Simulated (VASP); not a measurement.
## Te2Mo: single point with LDA

System: Te2Mo, a slab with vacuum.

```
CELL_PARAMETERS angstrom
3.56023 0.00000 0.00000
-1.78012 3.08325 0.00000
0.00000 0.00000 17.52406
ATOMIC_POSITIONS crystal
Te 0.33028 0.66055 0.89879
Te 0.33028 0.66055 0.10308
Mo 0.00000 0.00000 0.00000
```

This cell differs from its parent crystal: all Te atoms moved +0.025 Å, as atom 1 towards its neighbour atom 3 (Mo) at 2.726 Å.

- Program: VASP 6.6.1
- Task: single point
- Functional: LDA
- Potentials or basis: VASP PAW LDA potentials, release 64 (Te, Mo_sv)
- Cutoff: 520 eV
- k mesh: 12 × 12 × 2
- Occupations: gaussian, width 0.05 eV
- Spin: no spin polarisation

```yaml
Largest_force: 0.549 eV/Å
Band_gap_on_the_k_mesh: 1.04 eV
```

Forces in eV/Å, atoms in the order of the input:
```
Te   0.000  0.133  0.193
Te   0.000  0.124 -0.535
Mo   0.000 -0.257  0.342
```

Levels at points of the mesh, in eV from the valence-band top:
```csv
k point,band 10,band 11,band 12,band 13,band 14,band 15,band 16,band 17
"(0.00, 0.00, 0.00)",-1.60,-0.94,-0.84,-0.37,3.00,3.12,3.33,3.39
"(0.50, 0.00, 0.00)",-2.30,-1.50,-0.67,-0.32,1.39,1.74,3.27,3.73
"(0.00, 0.50, 0.00)",-2.27,-1.54,-0.70,-0.32,1.38,1.73,3.35,3.71
"(0.00, 0.00, 0.50)",-1.60,-0.94,-0.84,-0.37,3.00,3.12,3.33,3.39
"(0.50, 0.00, 0.50)",-2.30,-1.50,-0.67,-0.32,1.39,1.74,3.27,3.73
"(0.00, 0.50, 0.50)",-2.27,-1.54,-0.70,-0.32,1.38,1.73,3.35,3.71
```

It took 15 min on 1 thread of Intel(R) Xeon(R) Platinum 8259CL CPU @ 2.50GHz (Skylake/Cascade Lake), on a shared host, peak memory 0.48 GiB.

Caveat: the cell differs from its parent crystal (all Te atoms moved +0.025 Å, as atom 1 towards its neighbour atom 3 (Mo) at 2.726 Å); spin-orbit coupling is left out, which moves the levels of the heavy elements.
